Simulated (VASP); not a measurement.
# CdI2 (P-3m1) in VASP: notebook

CdI2 is run at these levels: HSE06, PBE, PBE+D3(BJ); tasks: single point, relaxation of cell and atoms.

Everything below comes from runs of VASP 6.6.1. Logs are shortened: lines on timing, memory, paths and dates and some standing lists are left out, and cuts for length are marked.

### 1 The cell of the first run

The structure is trigonal, space group P-3m1 (No. 164). The conventional cell has a = 4.249 Å, b = 4.249 Å, c = 6.884 Å, α = 90.00°, β = 90.00°, γ = 120.00°. Cd (site symmetry -3m) has 6 I at 2.99 Å within 3.9 Å. Within 3.9 Å of I (site symmetry 3m) lie 3 Cd at 2.99 Å.

### 2 Single point, HSE06

POSCAR

```
CdI2
1.0
    4.2487073931      0.0000000000      0.0000000000
   -2.1243536965      3.6794885357      0.0000000000
    0.0000000000      0.0000000000      6.8836385196
Cd I
1 2
Direct
    0.0000000000      0.0000000000      0.0000000000
    0.3333333333      0.6666666667      0.2495631425
    0.6666666667      0.3333333333      0.7504368575
```

INCAR.step1

```
ALGO = Normal
EDIFF = 1E-5
ENCUT = 400
GGA = PE
GGA_COMPAT = False
ISIF = 2
ISMEAR = 0
KPAR = 4
LASPH = True
LREAL = False
LWAVE = True
NBANDS = 20
NELM = 120
PREC = Accurate
SIGMA = 0.01
```

INCAR.step2

```
ALGO = Normal
EDIFF = 1E-6
ENCUT = 400
GGA = PE
GGA_COMPAT = False
HFSCREEN = 0.2079
ISIF = 2
ISMEAR = 0
ISTART = 1
KPAR = 4
LASPH = True
LCHARG = True
LHFCALC = True
LREAL = False
LVHAR = True
LWAVE = False
NBANDS = 20
NELM = 120
PREC = Accurate
PRECFOCK = Normal
SIGMA = 0.01
```

KPOINTS

```
k-points
0
Gamma
  6 6 4
```

Potentials or basis: VASP PAW PBE potentials, release 64 (Cd, I).

Started as:

```
> cat potpaw_PBE.64/Cd/POTCAR potpaw_PBE.64/I/POTCAR > POTCAR
> cp INCAR.step1 INCAR
> mpirun -np 4 vasp_std > vasp.out
> cp INCAR.step2 INCAR
> mpirun -np 4 vasp_std > vasp.out
```

OUTCAR:

```text
EDIFF = 1E-6
   ENCUT = 400
   GGA = PE
   HFSCREEN = 0.2079
   ISIF = 2
   ISMEAR = 0
   ISTART = 1
   LASPH = True
   LHFCALC = True
   LREAL = False
   NELM = 120
   PREC = Accurate
   PRECFOCK = Normal

 ion  position               nearest neighbor table
   1  0.000  0.000  0.000-   2 2.99   3 2.99   2 2.99   3 2.99   3 2.99   2 2.99
   2  0.333  0.667  0.250-   1 2.99   1 2.99   1 2.99
   3  0.667  0.333  0.750-   1 2.99   1 2.99   1 2.99

  LATTYP: Found a hexagonal cell.
 ALAT       =     4.2487073931
 C/A-ratio  =     1.6201724154

  Lattice vectors:

 A1 = (   4.2487073931,   0.0000000000,   0.0000000000)
 A2 = (  -2.1243536965,   3.6794885357,   0.0000000000)
 A3 = (   0.0000000000,   0.0000000000,   6.8836385196)

Analysis of symmetry for initial positions (statically):
=====================================================================
 Subroutine PRICEL returns:
 Original cell was already a primitive cell.

 Routine SETGRP: Setting up the symmetry group for a
 hexagonal supercell.

 Subroutine GETGRP returns: Found 12 space group operations
 (whereof 12 operations were pure point group operations)
 out of a pool of 24 trial point group operations.

The static configuration has the point symmetry D_3d.

Analysis of symmetry for dynamics (positions and initial velocities):
=====================================================================
 Subroutine PRICEL returns:
 Original cell was already a primitive cell.

 Routine SETGRP: Setting up the symmetry group for a
 hexagonal supercell.

 Subroutine GETGRP returns: Found 12 space group operations
 (whereof 12 operations were pure point group operations)
 out of a pool of 24 trial point group operations.

The dynamic configuration has the point symmetry D_3d.

 Subroutine INISYM returns: Found 12 space group operations
 (whereof 12 operations are pure point group operations),
 and found     1 'primitive' translations

----------------------------------------------------------------------------------------

                                     Primitive cell

[... 90 lines left out ...]
   NELM   =    120;   NELMIN=  2; NELMDL=  0     # of ELM steps
   EDIFF  = 0.1E-05   stopping-criterion for ELM
   LREAL  =      F    real-space projection
   EDIFFG = 0.1E-04   stopping-criterion for IOM
   NSW    =      0    number of steps for IOM
   IBRION =     -1    ionic relax: 0-MD 1-quasi-New 2-CG
   NFREE  =      0    steps in history (QN), initial steepest desc. (CG)
   ISIF   =      2    stress and relaxation
   ISYM   =      3    0-nonsym 1-usesym 2-fastsym
   POTIM  = 0.5000    time-step for ionic-motion
   TEBEG  =    0.0;   TEEND  =   0.0 temperature during run
   PSTRESS=    0.0 pullay stress
   NELECT =      26.0000    total number of electrons
   NUPDOWN=      -1.0000    fix difference up-down
   EMIN   =  10.00;   EMAX   =-10.00  energy-range for DOS
   EFERMI =   0.00;   METHOD = LEGACY
   ISMEAR =     0;   SIGMA  =   0.01  broadening in eV -4-tet -1-fermi 0-gaus
   EFERMI_NEDOS =   21; number of points for ismear=-14 and -15
   IALGO  =     38    algorithm
   IMIX   =      1    mixing-type and parameters
     AMIX     =   0.40;   BMIX     =  1.00
     AMIX_MAG =   1.60;   BMIX_MAG =  1.00
  volume/ion in A,a.u.               =      35.87       242.07
  Fermi-wavevector in a.u.,A,eV,Ry     =   1.019636  1.926833 14.145401  1.039658
  Thomas-Fermi vector in A             =   2.153161
   LORBIT       =      0    0 simple, 1 ext, 2 COOP (PROOUT), +10 PAW based schemes
   GGA     = PE    functional components
   LHFCALC =     T    Hartree Fock is set to
   PRECFOCK=normal    Normal, Fast or Accurate (Low or Medium for compatibility)
   ENCUT4O =  -1.0   cutoff for four orbital integrals eV
   NKREDX  =     1    reduce k-point grid by
   NKREDY  =     1    reduce k-point grid by
   NKREDZ  =     1    reduce k-point grid by
   AEXX    =    0.2500 exact exchange contribution
   HFSCREEN=    0.2079 screening length (either q_TF or 0.3 A-1)
   HFSCREENC=   0.2079 screening length for correlation (either q_TF or 0.3 A-1)
   ENCUTFOCK=  -1.0 apply spherical cutoff to Coloumb kernel
   IVDW    =     0    specifies the selected vdW correction
   LEPSILON=     F    determine dielectric tensor
   LRPA    =     F    only Hartree local field effects (RPA)
 non-spin polarized calculation
 Gauss-broadening in eV      SIGMA  =   0.01
  energy-cutoff  :      400.00
  volume of cell :      107.61
 maximum number of plane-waves:      1971
  NGX = 24; NGY = 24; NGZ = 36

 number of electron      26.0000013 magnetization

 Free energy of the ion-electron system (eV)
  ---------------------------------------------------
  ext. energy  EPLUGINS =         0.00000000
  ---------------------------------------------------
  free energy    TOTEN  =        -7.07250832 eV

  energy without entropy =       -7.07250832  energy(sigma->0) =       -7.07250832

 E-fermi :   1.3683     XC(G=0):  -7.1371

 val. band max:        1.3017371306   @ k =   0.1667  -0.0000   0.2500
 cond. band min:       4.6412700342   @ k =   0.5000  -0.0000   0.5000
 fundamental gap:      3.3395329036
 Fermi energy:         1.3682544624

 k-point     1 :       0.0000    0.0000    0.0000
  band No.  band energies     occupation
      1     -11.8300      2.00000
      2     -11.0467      2.00000
      3      -7.5439      2.00000
      4      -7.5439      2.00000
      5      -7.4001      2.00000
      6      -7.3291      2.00000
[... 541 lines left out ...]
     19      11.3894      0.00000
     20      11.3896      0.00000

------------------------ aborting loop because EDIFF is reached ----------------------------------------

  FORCE on cell =-STRESS in cart. coord.  units (eV):
  Direction    XX          YY          ZZ          XY          YZ          ZX
  --------------------------------------------------------------------------------------
  -------------------------------------------------------------------------------------
  Total        0.4432206      0.4432206      0.3906345      0.0000000      0.0000000     -0.0000000
  in kB        6.5988493      6.5988493      5.8159250      0.0000000      0.0000000     -0.0000000
  external PRESSURE =       6.3378746 kB  Pullay stress =       0.0000000 kB

 VOLUME and BASIS-vectors are now :
 -----------------------------------------------------------------------------
  energy-cutoff  :      400.00
  volume of cell :      107.61
      direct lattice vectors                 reciprocal lattice vectors
     4.248707393  0.000000000  0.000000000     0.235365702  0.135888452  0.000000000
    -2.124353697  3.679488536  0.000000000     0.000000000  0.271776903  0.000000000
     0.000000000  0.000000000  6.883638520     0.000000000  0.000000000  0.145272009

 POSITION                                       TOTAL-FORCE (eV/Angst)
 -----------------------------------------------------------------------------------
      0.00000      0.00000      0.00000        -0.000000      0.000000      0.000000
     -0.00000      2.45299      1.71790         0.000000      0.000000     -0.061504
      2.12435      1.22650      5.16574        -0.000000     -0.000000      0.061504
 -----------------------------------------------------------------------------------
    total drift:                                0.000000      0.000000     -0.000044

  FREE ENERGIE OF THE ION-ELECTRON SYSTEM (eV)
  ---------------------------------------------------
  free  energy   TOTEN  =        -7.0725083168 eV

  energy  without entropy=       -7.0725083168  energy(sigma->0) =       -7.07250832
```

OUTCAR.step1:

```text
EDIFF = 1E-5
   ENCUT = 400
   GGA = PE
   ISIF = 2
[... 776 lines left out ...]
      0.00000      0.00000      0.00000        -0.000000      0.000000      0.000000
     -0.00000      2.45299      1.71790        -0.000000      0.000000      0.092453
      2.12435      1.22650      5.16574         0.000000     -0.000000     -0.092453
 -----------------------------------------------------------------------------------
    total drift:                               -0.000000      0.000000     -0.000000

  FREE ENERGIE OF THE ION-ELECTRON SYSTEM (eV)
  ---------------------------------------------------
  free  energy   TOTEN  =        -5.4901190750 eV

  energy  without entropy=       -5.4901190750  energy(sigma->0) =       -5.49011908
```

OSZICAR.step1:

```text
N       E                     dE             d eps       ncg     rms          rms(c)
DAV:   1     0.140555224840E+03    0.14056E+03   -0.99012E+03   960   0.896E+02
DAV:   2     0.217814844334E+01   -0.13838E+03   -0.13356E+03  1172   0.228E+02
DAV:   3    -0.569800665526E+01   -0.78762E+01   -0.78534E+01  1128   0.544E+01
DAV:   4    -0.582444629916E+01   -0.12644E+00   -0.12642E+00  1308   0.678E+00
DAV:   5    -0.582535639971E+01   -0.91010E-03   -0.91009E-03  1172   0.594E-01    0.630E+00
DAV:   6    -0.551599015274E+01    0.30937E+00   -0.55749E-01  1012   0.748E+00    0.526E+00
DAV:   7    -0.549030617483E+01    0.25684E-01   -0.19299E-01  1084   0.267E+00    0.213E+00
DAV:   8    -0.549017823326E+01    0.12794E-03   -0.24670E-02  1064   0.167E+00    0.416E-01
DAV:   9    -0.549008484038E+01    0.93393E-04   -0.24743E-03  1124   0.518E-01    0.134E-01
DAV:  10    -0.549011026499E+01   -0.25425E-04   -0.29423E-04  1068   0.166E-01    0.375E-02
DAV:  11    -0.549011907501E+01   -0.88100E-05   -0.31410E-05  1116   0.467E-02
   1 F= -.54901191E+01 E0= -.54901191E+01  d E =-.812359E-14
```

It took 28 min on 4 MPI ranks of Intel Xeon Platinum 8259CL at 2.50GHz (Skylake/Cascade Lake), shared host; peak memory 0.32 GiB.

Results:

```
Free energy            : -7.0725 eV
Pressure               : 0.6 GPa
Largest force          : 0.062 eV/Å
Band gap on the k mesh : 3.34 eV (least direct gap 3.60 eV)
```

Forces on the atoms (eV/Å):
```
Cd   0.000  0.000  0.000
I    0.000  0.000 -0.062
I    0.000  0.000  0.062
```

Stress tensor (GPa, compression positive):
```
0.66 0.00 0.00
0.00 0.66 0.00
0.00 0.00 0.58
```

Caveat: the PAW data sets were made with another functional, which shifts forces and pressure a little; spin-orbit coupling is left out, which moves the levels of the heavy elements; this functional lacks dispersion, which binds layers or chains, so the pressure and a relaxed spacing across them are unreliable.

### 3 Single point, PBE

INCAR

```
SYSTEM = CdI2
PREC = Accurate
ENCUT = 500
EDIFF = 1E-6
ISMEAR = 0
SIGMA = 0.01
LREAL = .FALSE.
LASPH = .TRUE.
NELM = 120
ALGO = Normal
ISIF = 2
LWAVE = .FALSE.
LCHARG = .FALSE.
GGA = PE
NBANDS = 20
GGA_COMPAT = .FALSE.
```

KPOINTS

```
Automatic mesh
0
G
  6 6 2
  0 0 0
```

POSCAR is that of step 2.

Potentials or basis: VASP PAW PBE potentials, release 64 (Cd, I).

Started as:

```
> cat potpaw_PBE.64/Cd/POTCAR potpaw_PBE.64/I/POTCAR > POTCAR
> mpirun -np 1 vasp_std > vasp.out
```

Wall time 13 s (1 thread of AMD EPYC 9R45 (Zen 5), shared host); peak memory 0.19 GiB.

Results (log left out):

```
Free energy            : -5.4935 eV
Pressure               : 1.7 GPa
Largest force          : 0.092 eV/Å
Band gap on the k mesh : 2.37 eV (least direct gap 2.60 eV)
```

Forces on the atoms (eV/Å):
```
Cd   0.000  0.000  0.000
I    0.000  0.000  0.092
I    0.000  0.000 -0.092
```

Stress tensor (GPa, compression positive):
```
1.74 0.00 0.00
0.00 1.74 0.00
0.00 0.00 1.65
```

Levels at points of the mesh, in eV from the valence-band top:
| k point | band 9 | band 10 | band 11 | band 12 | band 13 | band 14 | band 15 | band 16 | band 17 | band 18 |
| --- | --- | --- | --- | --- | --- | --- | --- | --- | --- | --- |
| (0.00, 0.00, 0.00) | -0.29 | -0.29 | -0.14 | -0.14 | -0.13 | 2.47 | 4.48 | 6.35 | 6.35 | 8.38 |
| (0.50, 0.00, 0.00) | -2.73 | -1.97 | -1.49 | -0.69 | -0.12 | 2.66 | 5.01 | 5.95 | 6.51 | 7.56 |
| (0.00, 0.00, 0.50) | -1.57 | -0.41 | -0.41 | 0.00 | 0.00 | 3.59 | 4.52 | 6.14 | 6.14 | 7.79 |
| (0.50, 0.00, 0.50) | -3.16 | -1.29 | -1.20 | -0.49 | -0.44 | 2.37 | 4.95 | 5.83 | 6.62 | 7.27 |

Caveat: the k points lie up to 0.46 Å⁻¹ apart; spin-orbit coupling is left out, which moves the levels of the heavy elements; this functional lacks dispersion, which binds layers or chains, so the pressure and a relaxed spacing across them are unreliable.

### 4 Single point, PBE+D3(BJ)

This run uses another cell than the first one, of 35.49 Å³/atom.

INCAR

```
PREC = Accurate
ENCUT = 500
EDIFF = 1E-6
ISMEAR = -1
SIGMA = 0.02
LREAL = F
LASPH = T
NELM = 120
ALGO = Normal
ISIF = 2
LWAVE = F
LCHARG = F
GGA = PE
IVDW = 12
NBANDS = 20
GGA_COMPAT = F
```

KPOINTS

```
regular mesh
0
Gamma
  6 6 4
```

POSCAR

```
CdI2
1.0
    4.2415978462      0.0000000000      0.0000000000
   -2.1207989231      3.6733314874      0.0000000000
    0.0000000000      0.0000000000      6.8340812236
Cd I
1 2
Direct
    0.0000000000      0.0000000000      0.0000000000
    0.3333333333      0.6666666667      0.2532313898
    0.6666666667      0.3333333333      0.7467686102
```

Started as:

```
> cat potpaw_PBE.64/Cd/POTCAR potpaw_PBE.64/I/POTCAR > POTCAR
> mpirun -np 1 vasp_std > vasp.out
```

It took 21 s on 1 thread of AMD EPYC 9R45 (Zen 5), shared host; peak memory 0.21 GiB.

Results (log left out):

- Free energy: -6.4861 eV
- Pressure: 0.1 GPa
- Largest force: 0.021 eV/Å
- Band gap on the k mesh: 2.34 eV (least direct gap 2.56 eV)
- Dispersion energy per atom: -0.334 eV

Forces on the atoms (eV/Å):
```
Cd   0.000  0.000  0.000
I    0.000  0.000  0.021
I    0.000  0.000 -0.021
```

Levels at points of the mesh, in eV from the valence-band top:
```csv
k point,band 9,band 10,band 11,band 12,band 13,band 14,band 15,band 16,band 17,band 18
"(0.00, 0.00, 0.00)",-0.29,-0.29,-0.17,-0.17,-0.12,2.44,4.48,6.36,6.36,8.43
"(0.50, 0.00, 0.00)",-2.73,-2.03,-1.51,-0.75,-0.13,2.66,4.98,5.88,6.45,7.53
"(0.00, 0.00, 0.50)",-1.66,-0.43,-0.43,0.00,0.00,3.61,4.52,6.14,6.14,7.67
"(0.50, 0.00, 0.50)",-3.20,-1.28,-1.20,-0.52,-0.48,2.34,4.90,5.78,6.62,7.26
```

Caveat: spin-orbit coupling is left out, which moves the levels of the heavy elements. A k mesh can miss the band edges.

(Part 1 of 2 ends here.)
